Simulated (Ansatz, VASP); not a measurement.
Two plane-wave programs on GaBiSe4

File INCAR:

```
  PREC = Accurate
  ENCUT = 600
  EDIFF = 1E-7
  ISMEAR = 0
  SIGMA = 0.1
  LREAL = False
  LASPH = True
  NELM = 80
  ALGO = Normal
  ISIF = 3
  LWAVE = False
  LCHARG = False
  GGA = PE
  IBRION = 2
  NSW = 90
  EDIFFG = -0.04
```

KPOINTS

```
regular mesh
0
Gamma
  6 6 2
```

Contents of POSCAR:

```
GaBiSe4
1.0
    4.2152895300      0.0000000000      0.0000000000
   -2.1076447600      3.6505478200      0.0000000000
    0.0000000000      0.0000000000      8.7627462700
Ga Bi Se
1 1 4
Direct
    0.0000000000      0.0000000000      0.5000000000
    0.0000000000      0.0000000000      0.0000000000
    0.3333333300      0.6666666700      0.7432699200
    0.3333333300      0.6666666700      0.2567300800
    0.6666666700      0.3333333300      0.7432699200
    0.6666666700      0.3333333300      0.2567300800
```

Input for Ansatz:

```yaml
crystal:
  lattice:
    - [4.21528953, 0.0, 0.0]
    - [-2.10764476, 3.65054782, 0.0]
    - [0.0, 0.0, 8.76274627]
  atoms:
    - { symbol: Ga, position: [0.0, 0.0, 0.5] }
    - { symbol: Bi, position: [0.0, 0.0, 0.0] }
    - { symbol: Se, position: [0.33333333, 0.66666667, 0.74326992] }
    - { symbol: Se, position: [0.33333333, 0.66666667, 0.25673008] }
    - { symbol: Se, position: [0.66666667, 0.33333333, 0.74326992] }
    - { symbol: Se, position: [0.66666667, 0.33333333, 0.25673008] }
basis:
  ecutwfc: 420
kpoints:
  mp_grid: { grid: [6, 6, 2] }
hamiltonian:
  xc: pbe
scf:
  occupations: { method: gaussian, width: 0.1 }
  lower_state_search: "off"
output:
  forces: true
  stress: true
  eigenvalues: true
relax:
  adjacent_minimum: "off"
  f_tol: 0.04
  max_steps: 70
  cell: { stress_tol: 0.4 }
```

Change from the starting cell: species swapped into the TiVB4 type (P6/mmm, No. 191).

Alike in both runs: task relaxation of cell and atoms; functional PBE; k mesh 6 × 6 × 2; occupations gaussian, width 0.1 eV; no spin polarisation.

|  | VASP | Ansatz |
| --- | --- | --- |
| version | VASP 6.6.1 | Ansatz 0.2.0 |
| potentials or method | VASP PAW PBE potentials, release 64 (Ga_d, Bi_d, Se), cutoff 600 eV | scalar-relativistic, plane waves, PAW |
| valence electrons in the cell | 52 | 92 |

```csv
,VASP,Ansatz,Ansatz less VASP
"gap on the k mesh at the Fermi level, each at its own relaxed structure (eV)",none,none,-
relaxed volume (Å³/atom),24.58,25.01,+0.429
relaxed cell length with the largest relative difference (Å),7.117,7.504,+0.3860
```

A gap of «none» marks a metal or a gap that the smearing closes. One of these differences is far larger than is usual between the two programs; its cause wasn't traced. VASP's potentials hold 52 valence electrons a cell and Ansatz's 92, so a difference there can come from the potentials and not from the codes.

Neither program's run includes spin-orbit coupling.
